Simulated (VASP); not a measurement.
# BeB (R3m) in VASP: single point with PBE

Aim: the single point of BeB with PBE.

All numbers are computed with VASP 6.6.1; they aren't measurements. Logs are shortened: lines on timing, memory, paths and dates and some standing lists are left out, and cuts for length are marked.

### Step 1. The cell of the first run

The structure is trigonal, space group R3m (No. 160). Conventional cell: a = 2.803 Å, b = 2.803 Å, c = 6.824 Å, α = 90.00°, β = 90.00°, γ = 120.00°. Be (site symmetry 3m) has 1 B at 1.27 Å within 1.7 Å. B (site symmetry 3m) has 1 Be at 1.27 Å within 1.7 Å.

### Step 2. Single point, PBE

File INCAR:

```
SYSTEM = BeB
PREC = Accurate
ENCUT = 520
EDIFF = 1E-7
ISMEAR = 0
SIGMA = 0.1
LREAL = .False.
LASPH = .True.
NELM = 80
ALGO = Normal
ISIF = 2
LWAVE = .False.
LCHARG = .False.
GGA = PE
NBANDS = 10
```

File KPOINTS:

```
regular mesh
0
Gamma
  6 6 6
  0 0 0
```

File POSCAR:

```
BeB
1.0
    1.4012667000      0.8090217100      2.2747586400
   -1.4012667000      0.8090217100      2.2747586400
    0.0000000000     -1.6180434100      2.2747586400
Be B
1 1
Direct
    0.0321108000      0.0321108000      0.0321108000
    0.2178892000      0.2178892000      0.2178892000
```

Potentials or basis: VASP PAW PBE potentials, release 64 (Be, B).

Started as:

```bash
$ cat potpaw_PBE.64/Be/POTCAR potpaw_PBE.64/B/POTCAR > POTCAR
$ mpirun -np 1 vasp_std > vasp.out
```

OUTCAR:

```text
SYSTEM = BeB
   PREC = Accurate
   ENCUT = 520
   EDIFF = 1E-7
   ISMEAR = 0
   LREAL = .False.
   LASPH = .True.
   NELM = 80
   ISIF = 2
   GGA = PE

 ion  position               nearest neighbor table
   1  0.032  0.032  0.032-   2 1.27   2 1.91   2 1.91   2 1.91
   2  0.218  0.218  0.218-   1 1.27   1 1.91   1 1.91   1 1.91

  LATTYP: Found a trigonal (rhomboedric) cell.
 ALAT       =     2.7915213347
 COS(alpha) =     0.4960473934

  Lattice vectors:

 A1 = (   1.4012667000,   0.8090217100,   2.2747586400)
 A2 = (  -1.4012667000,   0.8090217100,   2.2747586400)
 A3 = (   0.0000000000,  -1.6180434100,   2.2747586400)

Analysis of symmetry for initial positions (statically):
=====================================================================
 Subroutine PRICEL returns:
 Original cell was already a primitive cell.

 Routine SETGRP: Setting up the symmetry group for a
 trigonal (rhombohedral) supercell.

 Subroutine GETGRP returns: Found  6 space group operations
 (whereof  6 operations were pure point group operations)
 out of a pool of 12 trial point group operations.

The static configuration has the point symmetry C_3v.

Analysis of symmetry for dynamics (positions and initial velocities):
=====================================================================
 Subroutine PRICEL returns:
 Original cell was already a primitive cell.

 Routine SETGRP: Setting up the symmetry group for a
 trigonal (rhombohedral) supercell.

 Subroutine GETGRP returns: Found  6 space group operations
 (whereof  6 operations were pure point group operations)
 out of a pool of 12 trial point group operations.

The dynamic configuration has the point symmetry C_3v.

 Subroutine INISYM returns: Found  6 space group operations
 (whereof  6 operations are pure point group operations),
 and found     1 'primitive' translations

----------------------------------------------------------------------------------------

                                     Primitive cell

  volume of cell :      15.4728

  direct lattice vectors                    reciprocal lattice vectors
     1.401266700  0.809021710  2.274758640     0.356820011  0.206010130  0.146535693
    -1.401266700  0.809021710  2.274758640    -0.356820011  0.206010130  0.146535693
     0.000000000 -1.618043410  2.274758640     0.000000000 -0.412020259  0.146535693

  length of vectors
     2.791521335  2.791521335  2.791521332     0.437302416  0.437302416  0.437302417

  position of ions in fractional coordinates (direct lattice)
     0.032110800  0.032110800  0.032110800
     0.217889200  0.217889200  0.217889200

  ion indices of the primitive-cell ions
[... 80 lines left out ...]
   NFREE  =      0    steps in history (QN), initial steepest desc. (CG)
   ISIF   =      2    stress and relaxation
   ISYM   =      2    0-nonsym 1-usesym 2-fastsym
   POTIM  = 0.5000    time-step for ionic-motion
   TEBEG  =    0.0;   TEEND  =   0.0 temperature during run
   PSTRESS=    0.0 pullay stress
   NELECT =       5.0000    total number of electrons
   NUPDOWN=      -1.0000    fix difference up-down
   EMIN   =  10.00;   EMAX   =-10.00  energy-range for DOS
   EFERMI =   0.00;   METHOD = LEGACY
   ISMEAR =     0;   SIGMA  =   0.10  broadening in eV -4-tet -1-fermi 0-gaus
   EFERMI_NEDOS =   21; number of points for ismear=-14 and -15
   IALGO  =     38    algorithm
   IMIX   =      4    mixing-type and parameters
     AMIX     =   0.40;   BMIX     =  1.00
     AMIX_MAG =   1.60;   BMIX_MAG =  1.00
  volume/ion in A,a.u.               =       7.74        52.21
  Fermi-wavevector in a.u.,A,eV,Ry     =   1.123420  2.122957 17.171552  1.262073
  Thomas-Fermi vector in A             =   2.260086
   LORBIT       =      0    0 simple, 1 ext, 2 COOP (PROOUT), +10 PAW based schemes
   GGA     = PE    functional components
   LHFCALC =     F    Hartree Fock is set to
   AEXX    =    0.0000 exact exchange contribution
   IVDW    =     0    specifies the selected vdW correction
   LEPSILON=     F    determine dielectric tensor
   LRPA    =     F    only Hartree local field effects (RPA)
 non-spin polarized calculation
 Gauss-broadening in eV      SIGMA  =   0.10
  energy-cutoff  :      520.00
  volume of cell :       15.47
 maximum number of plane-waves:       436
 NGX is ok and might be reduce to    24
   NGX = 11   NGY = 11   NGZ = 11

 number of electron       5.0000000 magnetization

 Free energy of the ion-electron system (eV)
  ---------------------------------------------------
  ext. energy  EPLUGINS =         0.00000000
  ---------------------------------------------------
  free energy    TOTEN  =        -3.23967909 eV

  energy without entropy =       -3.23742292  energy(sigma->0) =       -3.23855101

 E-fermi :   5.1636     XC(G=0): -10.9722

 val. band max:        5.0255841654   @ k =  -0.3333   0.5000   0.3333
 cond. band min:       5.1667977634   @ k =  -0.1667   0.1667   0.0000
 fundamental gap:      0.1412135980
 Fermi energy:         5.1635545599

 k-point     1 :       0.0000    0.0000    0.0000
  band No.  band energies     occupation
      1      -6.6723      2.00000
      2       7.1458      0.00000
      3      10.7529      0.00000
      4      10.7529      0.00000
      5      15.3902      0.00000
      6      15.3902      0.00000
      7      19.1857      0.00000
      8      22.8435      0.00000
      9      28.2240      0.00000
     10      28.2240      0.00000
[... 287 lines left out ...]
 k-point    24 :      -0.3333    0.5000    0.1667
  band No.  band energies     occupation
      1      -0.0109      2.00000
      2       1.5676      2.00000
      3       3.1499      2.00000
      4       3.9485      2.00000
      5      13.9835      0.00000
      6      17.2688      0.00000
      7      23.0850      0.00000
      8      24.5805      0.00000
      9      27.4160      0.00000
     10      33.0615      0.00000

 [... further k-points ...]
[... 5 lines left out ...]
  --------------------------------------------------------------------------------------
  -------------------------------------------------------------------------------------
  Total        0.9916946      0.9916946     27.3589016     -0.0000000      0.0000000      0.0000000
  in kB      102.6883043    102.6883043   2832.9681401     -0.0000000      0.0000042      0.0000000
  external PRESSURE =    1012.7815829 kB  Pullay stress =       0.0000000 kB

 VOLUME and BASIS-vectors are now :
 -----------------------------------------------------------------------------
  energy-cutoff  :      520.00
  volume of cell :       15.47
      direct lattice vectors                 reciprocal lattice vectors
     1.401266700  0.809021710  2.274758640     0.356820011  0.206010130  0.146535693
    -1.401266700  0.809021710  2.274758640    -0.356820011  0.206010130  0.146535693
     0.000000000 -1.618043410  2.274758640     0.000000000 -0.412020259  0.146535693

 POSITION                                       TOTAL-FORCE (eV/Angst)
 -----------------------------------------------------------------------------------
      0.00000      0.00000      0.21913         0.000000     -0.000000    -19.962168
      0.00000      0.00000      1.48694         0.000000      0.000000     19.962168
 -----------------------------------------------------------------------------------
    total drift:                                0.000000      0.000000     -0.000014

  FREE ENERGIE OF THE ION-ELECTRON SYSTEM (eV)
  ---------------------------------------------------
  free  energy   TOTEN  =        -3.2396790895 eV

  energy  without entropy=       -3.2374229218  energy(sigma->0) =       -3.23855101
```

OSZICAR:

```text
N       E                     dE             d eps       ncg     rms          rms(c)
DAV:   1     0.643768809344E+01    0.64377E+01   -0.22335E+03   640   0.380E+02
DAV:   2    -0.392804155458E+01   -0.10366E+02   -0.10173E+02   866   0.816E+01
DAV:   3    -0.407155928899E+01   -0.14352E+00   -0.14315E+00   794   0.753E+00
DAV:   4    -0.407171765554E+01   -0.15837E-03   -0.15836E-03   742   0.286E-01
DAV:   5    -0.407171778842E+01   -0.13289E-06   -0.13312E-06   738   0.893E-03    0.526E+00
DAV:   6    -0.337926895338E+01    0.69245E+00   -0.86382E-01   702   0.436E+00    0.235E+00
DAV:   7    -0.324098329785E+01    0.13829E+00   -0.51559E-01   756   0.302E+00    0.500E-01
DAV:   8    -0.324219275497E+01   -0.12095E-02   -0.31077E-02   694   0.765E-01    0.293E-01
DAV:   9    -0.323967180620E+01    0.25209E-02   -0.82863E-03   702   0.350E-01    0.286E-02
DAV:  10    -0.323967870207E+01   -0.68959E-05   -0.18889E-04   792   0.829E-02    0.913E-03
DAV:  11    -0.323967921805E+01   -0.51598E-06   -0.44702E-06   730   0.121E-02    0.387E-03
DAV:  12    -0.323967908048E+01    0.13757E-06   -0.13586E-07   768   0.328E-03    0.816E-04
DAV:  13    -0.323967908953E+01   -0.90514E-08   -0.13998E-08   370   0.896E-04
   1 F= -.32396791E+01 E0= -.32385510E+01  d E =-.225617E-02
```

stdout:

```text
POSCAR found type information on POSCAR BeB
 POSCAR found :  2 types and       2 ions
 scaLAPACK will be used
 LDA part: xc-table for (Slater+PW92), standard interpolation
 POSCAR, INCAR and KPOINTS ok, starting setup
 FFT: planning ... GRIDC
 FFT: planning ... GRID_SOFT
 FFT: planning ... GRID
 WAVECAR not read
 entering main loop
```

It took 3.2 s on 1 thread of Intel Xeon Platinum 8488C (Sapphire Rapids), shared host; peak memory 0.13 GiB.

Results:

* Free energy: -3.2397 eV
* Pressure: 101.3 GPa
* Largest force: 19.962 eV/Å

Forces on the atoms (eV/Å):
```
Be    0.000   0.000 -19.962
B     0.000   0.000  19.962
```

Stress tensor (GPa, compression positive):
```
 10.27   0.00   0.00
  0.00  10.27   0.00
  0.00   0.00 283.30
```

Caveat: the k points lie up to 0.46 Å⁻¹ apart; forces of over 1 eV/Å act on the atoms, so gaps and moduli don't describe the material at rest.
